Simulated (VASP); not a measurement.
# Cu2Ni3 (Fmmm) in VASP: single point with PBE

Aim: the single point of Cu2Ni3 with PBE.

All numbers are computed with VASP 6.6.1; they aren't measurements. Logs are shortened: lines on timing, memory, paths and dates and some standing lists are left out, and cuts for length are marked.

### Step 1. The cell of the first run

It takes space group Fmmm (No. 69, orthorhombic). The conventional cell has a = 3.411 Å, b = 3.829 Å, c = 17.055 Å, α = 90.00°, β = 90.00°, γ = 90.00°. Within 3.2 Å of Cu (site symmetry mm2) lie 4 Ni at 2.41 to 2.56 Å and 8 Cu at 2.41 to 2.56 Å. Ni (site symmetry mmm) has 12 Ni at 2.41 to 2.56 Å within 3.2 Å. Ni (site symmetry mm2) has 4 Cu at 2.41 to 2.56 Å and 8 Ni at 2.41 to 2.56 Å within 3.2 Å.

### Step 2. Single point, PBE, collinear spin, ferrimagnetic start

INCAR

```
SYSTEM = Cu2Ni3
  ALGO = Fast
  EDIFF = 1E-6
  ENCUT = 520
  GGA = PE
  ISIF = 2
  ISMEAR = 0
  ISPIN = 2
  LASPH = .TRUE.
  LCHARG = .FALSE.
  LMAXMIX = 4
  LORBIT = 11
  LREAL = .FALSE.
  LWAVE = .FALSE.
  MAGMOM = 0 0 2 2 -2
  NBANDS = 38
  NELM = 150
  PREC = Accurate
  SIGMA = 0.1
```

KPOINTS

```
k-points
0
G
  6 6 6
  0 0 0
```

POSCAR

```
Cu2Ni3
1.0
    0.0000000000      1.9146605200      8.5277374200
    1.7055474800      0.0000000000      8.5277374200
    1.7055474800      1.9146605200      0.0000000000
Cu Ni
2 3
Direct
    0.8000000000      0.8000000000      0.2000000000
    0.2000000000      0.2000000000      0.8000000000
    0.0000000000      0.0000000000      0.0000000000
    0.4000000000      0.4000000000      0.6000000000
    0.6000000000      0.6000000000      0.4000000000
```

Potentials or basis: VASP PAW PBE potentials, release 64 (Cu, Ni).

Launch:

```
$ cat potpaw_PBE.64/Cu/POTCAR potpaw_PBE.64/Ni/POTCAR > POTCAR
$ mpirun -np 1 vasp_std > vasp.out
```

OUTCAR:

```text
SYSTEM = Cu2Ni3
   EDIFF = 1E-6
   ENCUT = 520
   GGA = PE
   ISIF = 2
   ISMEAR = 0
   ISPIN = 2
   LASPH = .TRUE.
   LORBIT = 11
   LREAL = .FALSE.
   NELM = 150
   PREC = Accurate

 ion  position               nearest neighbor table
   1  0.800  0.800  0.200-   2 2.41   2 2.41   4 2.41   4 2.41   2 2.56   2 2.56   4 2.56   4 2.56

   2  0.200  0.200  0.800-   1 2.41   1 2.41   5 2.41   5 2.41   1 2.56   1 2.56   5 2.56   5 2.56

   3  0.000  0.000  0.000-   5 2.41   5 2.41   4 2.41   4 2.41   4 2.56   5 2.56   5 2.56   4 2.56

   4  0.400  0.400  0.600-   3 2.41   3 2.41   1 2.41   1 2.41   1 2.56   3 2.56   3 2.56   1 2.56

   5  0.600  0.600  0.400-   2 2.41   2 2.41   3 2.41   3 2.41   3 2.56   2 2.56   2 2.56   3 2.56

  LATTYP: Found a face centered orthorhombic cell.
 ALAT       =     3.4110949600
 B/A-ratio  =     1.1226075747
 C/A-ratio  =     5.0000000117

  Lattice vectors:

 A1 = (   0.0000000000,   1.9146605200,   8.5277374200)
 A2 = (   1.7055474800,   0.0000000000,   8.5277374200)
 A3 = (   1.7055474800,   1.9146605200,   0.0000000000)

Analysis of symmetry for initial positions (statically):
=====================================================================
 Subroutine PRICEL returns:
 Original cell was already a primitive cell.

 Routine SETGRP: Setting up the symmetry group for a
 face centered orthorhombic supercell.

 Subroutine GETGRP returns: Found  8 space group operations
 (whereof  8 operations were pure point group operations)
 out of a pool of  8 trial point group operations.

The static configuration has the point symmetry D_2h.

Analysis of symmetry for dynamics (positions and initial velocities):
=====================================================================
 Subroutine PRICEL returns:
 Original cell was already a primitive cell.

 Routine SETGRP: Setting up the symmetry group for a
 face centered orthorhombic supercell.

 Subroutine GETGRP returns: Found  8 space group operations
 (whereof  8 operations were pure point group operations)
 out of a pool of  8 trial point group operations.

The dynamic configuration has the point symmetry D_2h.

Analysis of structural, dynamic, and magnetic symmetry:
=====================================================================
 Subroutine PRICEL returns:
 Original cell was already a primitive cell.

 Routine SETGRP: Setting up the symmetry group for a
 face centered orthorhombic supercell.

 Subroutine GETGRP returns: Found  4 space group operations
 (whereof  4 operations were pure point group operations)
 out of a pool of  8 trial point group operations.

The overall configuration has the point symmetry C_2v.

 Subroutine INISYM returns: Found  4 space group operations
 (whereof  4 operations are pure point group operations),
 and found     1 'primitive' translations

----------------------------------------------------------------------------------------

                                     Primitive cell

  volume of cell :      55.6954

  direct lattice vectors                    reciprocal lattice vectors
     0.000000000  1.914660520  8.527737420    -0.293160997  0.261142900  0.058632199
     1.705547480  0.000000000  8.527737420     0.293160997 -0.261142900  0.058632199
     1.705547480  1.914660520  0.000000000     0.293160997  0.261142900 -0.058632199

  length of vectors
     8.740036065  8.696619901  2.564140619     0.396959342  0.396959342  0.396959342

  position of ions in fractional coordinates (direct lattice)
     0.800000000  0.800000000  0.200000000
     0.200000000  0.200000000  0.800000000
     0.000000000  0.000000000  0.000000000
     0.400000000  0.400000000  0.600000000
     0.600000000  0.600000000  0.400000000

  ion indices of the primitive-cell ions
   primitive index   ion index
                 1           1
                 2           2
                 3           3
                 4           4
                 5           5

----------------------------------------------------------------------------------------

 KPOINTS: k-points

[... 26 lines left out ...]
  0.333333  0.000000  0.000000      8.000000
  0.500000 -0.000000 -0.000000      4.000000
  0.166667  0.166667  0.000000      2.000000
  0.333333  0.166667 -0.000000      8.000000
[... 16 lines left out ...]
 -0.166667  0.166667  0.166667      8.000000
  0.500000  0.333333  0.166667      4.000000
 [... further k-points ...]
   k-points           NKPTS =     46   k-points in BZ     NKDIM =     46   number of bands    NBANDS=     38
   number of dos      NEDOS =    301   number of ions     NIONS =      5
   total plane-waves  NPLWV =  98000
   dimension x,y,z NGX =    70 NGY =   70 NGZ =   20
   dimension x,y,z NGXF=   140 NGYF=  140 NGZF=   40
   ions per type =               2   3
   NGX,Y,Z   is equivalent  to a cutoff of  13.31, 13.38, 12.97 a.u.
   NGXF,Y,Z  is equivalent  to a cutoff of  26.63, 26.76, 25.93 a.u.
 SYSTEM =  Cu2Ni3
   PREC   = accura    normal or accurate (medium, high low for compatibility)
   ISTART =      0    job   : 0-new  1-cont  2-samecut
   ICHARG =      2    charge: 1-file 2-atom 10-const
   ISPIN  =      2    spin polarized calculation?
   LNONCOLLINEAR =      F non collinear calculations
   LSORBIT =      F    spin-orbit coupling
   LASPH  =      T    aspherical Exc in radial PAW
   ENCUT  =  520.0 eV  38.22 Ry    6.18 a.u.  16.25 16.17  4.77*2*pi/ulx,y,z
   NELM   =    150;   NELMIN=  2; NELMDL= -5     # of ELM steps
   EDIFF  = 0.1E-05   stopping-criterion for ELM
   LREAL  =      F    real-space projection
   EDIFFG = 0.1E-04   stopping-criterion for IOM
   NSW    =      0    number of steps for IOM
   IBRION =     -1    ionic relax: 0-MD 1-quasi-New 2-CG
   NFREE  =      0    steps in history (QN), initial steepest desc. (CG)
   ISIF   =      2    stress and relaxation
   ISYM   =      2    0-nonsym 1-usesym 2-fastsym
   POTIM  = 0.5000    time-step for ionic-motion
   TEBEG  =    0.0;   TEEND  =   0.0 temperature during run
   PSTRESS=    0.0 pullay stress
   NELECT =      52.0000    total number of electrons
   NUPDOWN=      -1.0000    fix difference up-down
   EMIN   =  10.00;   EMAX   =-10.00  energy-range for DOS
   EFERMI =   0.00;   METHOD = LEGACY
   ISMEAR =     0;   SIGMA  =   0.10  broadening in eV -4-tet -1-fermi 0-gaus
   EFERMI_NEDOS =   21; number of points for ismear=-14 and -15
   IALGO  =     68    algorithm
   IMIX   =      4    mixing-type and parameters
     AMIX     =   0.40;   BMIX     =  1.00
     AMIX_MAG =   1.60;   BMIX_MAG =  1.00
  volume/ion in A,a.u.               =      11.14        75.17
  Fermi-wavevector in a.u.,A,eV,Ry     =   1.600060  3.023674 34.833507  2.560191
  Thomas-Fermi vector in A             =   2.697255
   LORBIT       =     11    0 simple, 1 ext, 2 COOP (PROOUT), +10 PAW based schemes
   GGA     = PE    functional components
   LHFCALC =     F    Hartree Fock is set to
   AEXX    =    0.0000 exact exchange contribution
   IVDW    =     0    specifies the selected vdW correction
   LEPSILON=     F    determine dielectric tensor
   LRPA    =     F    only Hartree local field effects (RPA)
 spin polarized calculation
 RMM-DIIS sequential band-by-band and
 Gauss-broadening in eV      SIGMA  =   0.10
  energy-cutoff  :      520.00
  volume of cell :       55.70
 maximum number of plane-waves:      1524
 NGX is ok and might be reduce to    70
   NGX = 33   NGY = 33   NGZ =  9

 number of electron      51.9999998 magnetization       1.3937296

 Free energy of the ion-electron system (eV)
  ---------------------------------------------------
  ext. energy  EPLUGINS =         0.00000000
  ---------------------------------------------------
  free energy    TOTEN  =       -23.62029941 eV

  energy without entropy =      -23.58739283  energy(sigma->0) =      -23.60384612

 E-fermi :   8.5806     XC(G=0): -13.0942

 val. band max:        8.5787050899   @ k =   0.3333   0.5000   0.1667
 cond. band min:       8.5856049293   @ k =   0.5000  -0.3333   0.1667
 fundamental gap:      0.0068998394
 Fermi energy:         8.5805899338

 spin component 1

 k-point     1 :       0.0000    0.0000    0.0000
  band No.  band energies     occupation
      1      -0.5298      1.00000
      2       1.5876      1.00000
      3       1.6732      1.00000
      4       3.8550      1.00000
      5       4.2590      1.00000
      6       4.3954      1.00000
[... 973 lines left out ...]
     37      22.9978      0.00000
     38      26.1057      0.00000

 [... further k-points ...]

 spin component 2

 k-point     1 :       0.0000    0.0000    0.0000
  band No.  band energies     occupation
      1      -0.5560      1.00000
      2       1.5623      1.00000
      3       1.6501      1.00000
      4       3.8697      1.00000
      5       4.4044      1.00000
      6       4.4221      1.00000
[... 973 lines left out ...]
     37      23.0287      0.00000
     38      26.0140      0.00000

 [... further k-points ...]

------------------------ aborting loop because EDIFF is reached ----------------------------------------

  FORCE on cell =-STRESS in cart. coord.  units (eV):
  Direction    XX          YY          ZZ          XY          YZ          ZX
  --------------------------------------------------------------------------------------
  -------------------------------------------------------------------------------------
  Total        2.8478167     -2.4105705      2.4393410      0.0000000      0.0000000      0.0000000
  in kB       81.9225015    -69.3443370     70.1719731      0.0000000      0.0000000      0.0000000
  external PRESSURE =      27.5833792 kB  Pullay stress =       0.0000000 kB

 VOLUME and BASIS-vectors are now :
 -----------------------------------------------------------------------------
  energy-cutoff  :      520.00
  volume of cell :       55.70
      direct lattice vectors                 reciprocal lattice vectors
     0.000000000  1.914660520  8.527737420    -0.293160997  0.261142900  0.058632199
     1.705547480  0.000000000  8.527737420     0.293160997 -0.261142900  0.058632199
     1.705547480  1.914660520  0.000000000     0.293160997  0.261142900 -0.058632199

 POSITION                                       TOTAL-FORCE (eV/Angst)
 -----------------------------------------------------------------------------------
      1.70555      1.91466     13.64438         0.000000      0.000000      0.208225
      1.70555      1.91466      3.41109         0.000000      0.000000     -0.208343
      0.00000      0.00000      0.00000         0.000000      0.000000     -0.000066
      1.70555      1.91466      6.82219         0.000000      0.000000      0.442927
      1.70555      1.91466     10.23328         0.000000      0.000000     -0.442743
 -----------------------------------------------------------------------------------
    total drift:                                0.000000     -0.000000      0.000021

  FREE ENERGIE OF THE ION-ELECTRON SYSTEM (eV)
  ---------------------------------------------------
  free  energy   TOTEN  =       -23.6202994103 eV

  energy  without entropy=      -23.5873928293  energy(sigma->0) =      -23.60384612

 total charge

# of ion       s       p       d       tot
------------------------------------------
    1        0.470   0.427   9.174  10.071
    2        0.470   0.427   9.174  10.071
    3        0.486   0.481   8.297   9.265
    4        0.478   0.469   8.339   9.286
    5        0.478   0.469   8.339   9.286
--------------------------------------------------
tot          2.382   2.274  43.323  47.979

 magnetization (x)

# of ion       s       p       d       tot
------------------------------------------
    1       -0.005  -0.009   0.005  -0.008
    2       -0.005  -0.009   0.005  -0.008
    3       -0.005  -0.018   0.613   0.590
    4       -0.004  -0.015   0.452   0.433
    5       -0.004  -0.015   0.452   0.432
--------------------------------------------------
tot         -0.023  -0.066   1.528   1.439
```

Wall time 12 min (1 thread of AMD EPYC 9R45 (Zen 5), shared host); peak memory 0.42 GiB.

What came out:

| Quantity | Value |
| --- | --- |
| Free energy | -23.6203 eV |
| Pressure | 2.8 GPa |
| Largest force | 0.443 eV/Å |
| Net moment | 1.39 μB per cell |
| Site moments | Cu -0.01; Ni +0.59, +0.43 (each value once) μB |
| Valence electrons inside the program's atomic spheres | Cu 10.07; Ni 9.27, 9.29 (each value once) |

Forces on the atoms (eV/Å):
```
Cu   0.000  0.000  0.208
Cu   0.000  0.000 -0.208
Ni   0.000  0.000  0.000
Ni   0.000  0.000  0.443
Ni   0.000  0.000 -0.443
```

Stress tensor (GPa, compression positive):
```
 8.19  0.00  0.00
 0.00 -6.93  0.00
 0.00  0.00  7.02
```

Caveat: the k points lie up to 0.42 Å⁻¹ apart.
